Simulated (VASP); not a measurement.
# SiN (Pm-3m) in VASP: single point with PBE

Aim: the single point of SiN with PBE.

Everything below comes from runs of VASP 6.6.1. Logs are shortened: lines on timing, memory, paths and dates and some standing lists are left out, and cuts for length are marked.

### Step 1. The cell of the first run

It takes space group Pm-3m (No. 221, cubic). The conventional cell has a = 2.613 Å, b = 2.613 Å, c = 2.613 Å, α = 90.00°, β = 90.00°, γ = 90.00°. Si (site symmetry m-3m) has 8 N at 2.26 Å and 6 Si at 2.61 Å within 3.0 Å. N (site symmetry m-3m) has 8 Si at 2.26 Å and 6 N at 2.61 Å within 3.0 Å.

### Step 2. Single point, PBE

File INCAR:

```
ALGO = Normal
EDIFF = 1E-6
ENCUT = 600
GGA = PE
GGA_COMPAT = False
ISIF = 2
ISMEAR = -4
LASPH = True
LCHARG = False
LREAL = False
LWAVE = False
NBANDS = 12
NELM = 120
PREC = Accurate
SIGMA = 0.1
```

File KPOINTS:

```
k-points
0
Gamma
  22 22 22
```

File POSCAR:

```
SiN
1.0
    2.6133010498      0.0000000000      0.0000000000
    0.0000000000      2.6133010498      0.0000000000
    0.0000000000      0.0000000000      2.6133010498
Si N
1 1
Direct
    0.5000000000      0.5000000000      0.5000000000
    0.0000000000      0.0000000000      0.0000000000
```

Potentials or basis: VASP PAW PBE potentials, release 64 (Si, N).

The run is started by

```sh
$ cat potpaw_PBE.64/Si/POTCAR potpaw_PBE.64/N/POTCAR > POTCAR
$ mpirun -np 1 vasp_std > vasp.out
```

OUTCAR:

```text
EDIFF = 1E-6
   ENCUT = 600
   GGA = PE
   ISIF = 2
   ISMEAR = -4
   LASPH = True
   LREAL = False
   NELM = 120
   PREC = Accurate

 ion  position               nearest neighbor table
   1  0.500  0.500  0.500-   2 2.26   2 2.26   2 2.26   2 2.26   2 2.26   2 2.26   2 2.26   2 2.26

   2  0.000  0.000  0.000-   1 2.26   1 2.26   1 2.26   1 2.26   1 2.26   1 2.26   1 2.26   1 2.26

  LATTYP: Found a simple cubic cell.
 ALAT       =     2.6133010498

  Lattice vectors:

 A1 = (   2.6133010498,   0.0000000000,   0.0000000000)
 A2 = (   0.0000000000,   2.6133010498,   0.0000000000)
 A3 = (   0.0000000000,   0.0000000000,   2.6133010498)

Analysis of symmetry for initial positions (statically):
=====================================================================
 Subroutine PRICEL returns:
 Original cell was already a primitive cell.

 Routine SETGRP: Setting up the symmetry group for a
 simple cubic supercell.

 Subroutine GETGRP returns: Found 48 space group operations
 (whereof 48 operations were pure point group operations)
 out of a pool of 48 trial point group operations.

The static configuration has the point symmetry O_h .

Analysis of symmetry for dynamics (positions and initial velocities):
=====================================================================
 Subroutine PRICEL returns:
 Original cell was already a primitive cell.

 Routine SETGRP: Setting up the symmetry group for a
 simple cubic supercell.

 Subroutine GETGRP returns: Found 48 space group operations
 (whereof 48 operations were pure point group operations)
 out of a pool of 48 trial point group operations.

The dynamic configuration has the point symmetry O_h .

 Subroutine INISYM returns: Found 48 space group operations
 (whereof 48 operations are pure point group operations),
 and found     1 'primitive' translations

----------------------------------------------------------------------------------------

                                     Primitive cell

  volume of cell :      17.8471

  direct lattice vectors                    reciprocal lattice vectors
     2.613301050  0.000000000  0.000000000     0.382657788  0.000000000  0.000000000
     0.000000000  2.613301050  0.000000000     0.000000000  0.382657788  0.000000000
     0.000000000  0.000000000  2.613301050     0.000000000  0.000000000  0.382657788

  length of vectors
     2.613301050  2.613301050  2.613301050     0.382657788  0.382657788  0.382657788

  position of ions in fractional coordinates (direct lattice)
     0.500000000  0.500000000  0.500000000
     0.000000000  0.000000000  0.000000000

  ion indices of the primitive-cell ions
   primitive index   ion index
                 1           1
                 2           2

----------------------------------------------------------------------------------------

 KPOINTS: k-points

Automatic generation of k-mesh.
 Grid dimensions read from file:
 generate k-points for:   22   22   22

 Generating k-lattice:

  Cartesian coordinates                     Fractional coordinates (reciprocal lattice)
     0.017393536  0.000000000  0.000000000     0.045454545  0.000000000  0.000000000
     0.000000000  0.017393536  0.000000000     0.000000000  0.045454545  0.000000000
     0.000000000  0.000000000  0.017393536     0.000000000  0.000000000  0.045454545

  Length of vectors
     0.017393536  0.017393536  0.017393536

  Shift w.r.t. Gamma in fractional coordinates (k-lattice)
     0.000000000  0.000000000  0.000000000

 TETIRR: Found   5304 inequivalent tetrahedra from    63888

 Subroutine IBZKPT returns following result:
 ===========================================

 Found    364 irreducible k-points:

 Following reciprocal coordinates:
            Coordinates               Weight
  0.000000  0.000000  0.000000      1.000000
  0.045455  0.000000  0.000000      6.000000
  0.090909  0.000000  0.000000      6.000000
  0.136364  0.000000  0.000000      6.000000
  0.181818  0.000000  0.000000      6.000000
  0.227273  0.000000  0.000000      6.000000
[... 16 lines left out ...]
  0.500000  0.045455  0.000000     12.000000
  0.090909  0.090909  0.000000     12.000000
 [... further k-points ...]
   k-points           NKPTS =    364   k-points in BZ     NKDIM =    364   number of bands    NBANDS=     12
   number of dos      NEDOS =    301   number of ions     NIONS =      2
   total plane-waves  NPLWV =  13824
   dimension x,y,z NGX =    24 NGY =   24 NGZ =   24
   dimension x,y,z NGXF=    48 NGYF=   48 NGZF=   48
   ions per type =               1   1
   NGX,Y,Z   is equivalent  to a cutoff of  15.27, 15.27, 15.27 a.u.
   NGXF,Y,Z  is equivalent  to a cutoff of  30.54, 30.54, 30.54 a.u.
 SYSTEM =  unknown system
   PREC   = accura    normal or accurate (medium, high low for compatibility)
   ISTART =      0    job   : 0-new  1-cont  2-samecut
   ICHARG =      2    charge: 1-file 2-atom 10-const
   ISPIN  =      1    spin polarized calculation?
   LNONCOLLINEAR =      F non collinear calculations
   LSORBIT =      F    spin-orbit coupling
   LASPH  =      T    aspherical Exc in radial PAW
   ENCUT  =  600.0 eV  44.10 Ry    6.64 a.u.   5.22  5.22  5.22*2*pi/ulx,y,z
   NELM   =    120;   NELMIN=  2; NELMDL= -5     # of ELM steps
   EDIFF  = 0.1E-05   stopping-criterion for ELM
   LREAL  =      F    real-space projection
   EDIFFG = 0.1E-04   stopping-criterion for IOM
   NSW    =      0    number of steps for IOM
   IBRION =     -1    ionic relax: 0-MD 1-quasi-New 2-CG
   NFREE  =      0    steps in history (QN), initial steepest desc. (CG)
   ISIF   =      2    stress and relaxation
   ISYM   =      2    0-nonsym 1-usesym 2-fastsym
   POTIM  = 0.5000    time-step for ionic-motion
   TEBEG  =    0.0;   TEEND  =   0.0 temperature during run
   PSTRESS=    0.0 pullay stress
   NELECT =       9.0000    total number of electrons
   NUPDOWN=      -1.0000    fix difference up-down
   EMIN   =  10.00;   EMAX   =-10.00  energy-range for DOS
   EFERMI =   0.00;   METHOD = LEGACY
   ISMEAR =    -4;   SIGMA  =   0.10  broadening in eV -4-tet -1-fermi 0-gaus
   EFERMI_NEDOS =   21; number of points for ismear=-14 and -15
   IALGO  =     38    algorithm
   IMIX   =      4    mixing-type and parameters
     AMIX     =   0.40;   BMIX     =  1.00
     AMIX_MAG =   1.60;   BMIX_MAG =  1.00
  volume/ion in A,a.u.               =       8.92        60.22
  Fermi-wavevector in a.u.,A,eV,Ry     =   1.303065  2.462437 23.102414  1.697980
  Thomas-Fermi vector in A             =   2.434092
   LORBIT       =      0    0 simple, 1 ext, 2 COOP (PROOUT), +10 PAW based schemes
   GGA     = PE    functional components
   LHFCALC =     F    Hartree Fock is set to
   AEXX    =    0.0000 exact exchange contribution
   IVDW    =     0    specifies the selected vdW correction
   LEPSILON=     F    determine dielectric tensor
   LRPA    =     F    only Hartree local field effects (RPA)
 non-spin polarized calculation
 Fermi weights with tetrahedron method witout Bloechl corrections
  energy-cutoff  :      600.00
  volume of cell :       17.85
 maximum number of plane-waves:       624
 NGX is ok and might be reduce to    24
   NGX = 11   NGY = 11   NGZ = 11

 number of electron       9.0000000 magnetization

 Free energy of the ion-electron system (eV)
  ---------------------------------------------------
  ext. energy  EPLUGINS =         0.00000000
  ---------------------------------------------------
  free energy    TOTEN  =       -11.33163830 eV

  energy without entropy =      -11.33163830  energy(sigma->0) =      -11.33163830

 E-fermi :  11.5195     XC(G=0): -12.5507

 val. band max:       11.5165283736   @ k =   0.5000   0.5000   0.3636
 cond. band min:      11.2516099588   @ k =   0.5000   0.3182   0.3182
 fundamental gap:     -0.2649184147
 Fermi energy:        11.5194705243

 k-point     1 :       0.0000    0.0000    0.0000
  band No.  band energies     occupation
      1      -8.0015      2.00000
      2       8.8699      2.00000
      3       8.8961      2.00000
      4       8.8961      2.00000
      5       8.8961      2.00000
      6      16.6445      0.00000
      7      16.6445      0.00000
      8      22.8899      0.00000
      9      22.8899      0.00000
     10      22.8899      0.00000
     11      32.1377      0.00000
     12      32.1377      0.00000

 k-point     2 :       0.0455    0.0000    0.0000
  band No.  band energies     occupation
      1      -7.9647      2.00000
      2       8.0155      2.00000
      3       8.9192      2.00000
      4       8.9192      2.00000
      5       9.5859      2.00000
      6      16.6844      0.00000
      7      16.7970      0.00000
      8      22.8268      0.00000
      9      22.8268      0.00000
     10      22.9129      0.00000
     11      32.0163      0.00000
     12      32.0187      0.00000

 k-point     3 :       0.0909    0.0000    0.0000
  band No.  band energies     occupation
      1      -7.8549      2.00000
      2       7.0141      2.00000
      3       8.9877      2.00000
      4       8.9877      2.00000
      5      10.1366      2.00000
      6      16.8034      0.00000
      7      17.1776      0.00000
      8      22.6396      0.00000
      9      22.6396      0.00000
     10      23.0204      0.00000
     11      31.7089      0.00000
     12      31.7090      0.00000

 k-point     4 :       0.1364    0.0000    0.0000
  band No.  band energies     occupation
      1      -7.6732      2.00000
      2       5.9303      2.00000
      3       9.0988      2.00000
      4       9.0988      2.00000
      5      10.5832      1.99992
      6      17.0002      0.00000
      7      17.5936      0.00000
      8      22.3362      0.00000
      9      22.3362      0.00000
     10      23.3204      0.00000
     11      31.3298      0.00000
     12      31.3298      0.00000

 k-point     5 :       0.1818    0.0000    0.0000
  band No.  band energies     occupation
      1      -7.4221      2.00000
      2       4.8132      2.00000
      3       9.2474      2.00000
      4       9.2474      2.00000
      5      10.9779      1.90229
      6      17.2717      0.00000
      7      17.8385      0.00000
      8      21.9337      0.00000
      9      21.9337      0.00000
     10      23.9364      0.00000
     11      30.9717      0.00000
     12      30.9717      0.00000
[... 228 lines left out ...]
      1      -5.3999      2.00000
      2      -0.0240      2.00000
      3       9.8529      2.00000
      4      10.1999      2.00000
      5      13.1751      0.00000
      6      16.0952      0.00000
      7      18.5463      0.00000
      8      19.6801      0.00000
      9      20.6999      0.00000
     10      26.2047      0.00000
     11      30.0494      0.00000
     12      30.1285      0.00000

 k-point    22 :       0.4545    0.0455    0.0000
  band No.  band energies     occupation
      1      -5.0636      2.00000
      2      -0.5638      2.00000
      3       9.9791      2.00000
      4      10.3058      2.00000
      5      13.4758      0.00000
      6      15.7254      0.00000
      7      18.5329      0.00000
      8      19.4526      0.00000
      9      20.8425      0.00000
     10      25.6120      0.00000
     11      30.0475      0.00000
     12      30.1870      0.00000

 k-point    23 :       0.5000    0.0455    0.0000
  band No.  band energies     occupation
      1      -4.9304      2.00000
      2      -0.7651      2.00000
      3      10.0239      2.00000
      4      10.3432      2.00000
      5      13.6023      0.00000
      6      15.5742      0.00000
      7      18.5161      0.00000
      8      19.3738      0.00000
      9      20.9194      0.00000
     10      25.3931      0.00000
     11      30.0483      0.00000
     12      30.1783      0.00000

 k-point    24 :       0.0909    0.0909    0.0000
  band No.  band energies     occupation
      1      -7.7089      2.00000
      2       6.6648      2.00000
      3       7.9971      2.00000
      4       9.0785      2.00000
      5      11.0043      1.87681
      6      17.0907      0.00000
      7      17.4551      0.00000
      8      22.1176      0.00000
      9      22.4459      0.00000
     10      23.5178      0.00000
     11      30.9506      0.00000
     12      30.9767      0.00000

 [... further k-points ...]

------------------------ aborting loop because EDIFF is reached ----------------------------------------

  FORCE on cell =-STRESS in cart. coord.  units (eV):
  Direction    XX          YY          ZZ          XY          YZ          ZX
  --------------------------------------------------------------------------------------
  -------------------------------------------------------------------------------------
  Total        0.0361556      0.0361556      0.0361556      0.0000000      0.0000000     -0.0000000
  in kB        3.2457726      3.2457726      3.2457726      0.0000000      0.0000000     -0.0000000
  external PRESSURE =       3.2457726 kB  Pullay stress =       0.0000000 kB

 VOLUME and BASIS-vectors are now :
 -----------------------------------------------------------------------------
  energy-cutoff  :      600.00
  volume of cell :       17.85
      direct lattice vectors                 reciprocal lattice vectors
     2.613301050  0.000000000  0.000000000     0.382657788  0.000000000  0.000000000
     0.000000000  2.613301050  0.000000000     0.000000000  0.382657788  0.000000000
     0.000000000  0.000000000  2.613301050     0.000000000  0.000000000  0.382657788

 POSITION                                       TOTAL-FORCE (eV/Angst)
 -----------------------------------------------------------------------------------
      1.30665      1.30665      1.30665         0.000000      0.000000      0.000000
      0.00000      0.00000      0.00000         0.000000      0.000000      0.000000
 -----------------------------------------------------------------------------------
    total drift:                               -0.000000      0.000000      0.000000

  FREE ENERGIE OF THE ION-ELECTRON SYSTEM (eV)
  ---------------------------------------------------
  free  energy   TOTEN  =       -11.3316382957 eV

  energy  without entropy=      -11.3316382957  energy(sigma->0) =      -11.33163830
```

Run time: 81 s. Hardware: 1 thread of Intel Xeon 8259CL, shared host; peak memory 0.22 GiB.

Results:

- Free energy: -11.3316 eV
- Pressure: 0.3 GPa
- Band gap on the k mesh: zero (an odd number of electrons rules out a gap without spin polarisation)

Levels at points of the mesh, in eV from the Fermi level:
| k point | band 1 | band 2 | band 3 | band 4 | band 5 | band 6 | band 7 | band 8 |
| --- | --- | --- | --- | --- | --- | --- | --- | --- |
| (0.00, 0.00, 0.00) | -19.52 | -2.65 | -2.62 | -2.62 | -2.62 | 5.13 | 5.13 | 11.37 |
| (0.50, 0.00, 0.00) | -16.48 | -12.33 | -1.19 | -1.19 | 1.84 | 4.28 | 7.82 | 7.82 |
| (0.50, 0.50, 0.00) | -14.22 | -8.60 | -8.60 | -5.52 | -0.13 | 6.88 | 6.88 | 10.88 |
| (0.50, 0.50, 0.50) | -12.48 | -5.52 | -5.52 | -5.52 | -1.54 | -1.54 | -1.54 | 0.84 |

Caveat: an odd number of electrons without spin polarisation forces a metal; a magnetic or distorted state may lie lower; tetrahedron occupations give inexact forces and stress in metals.
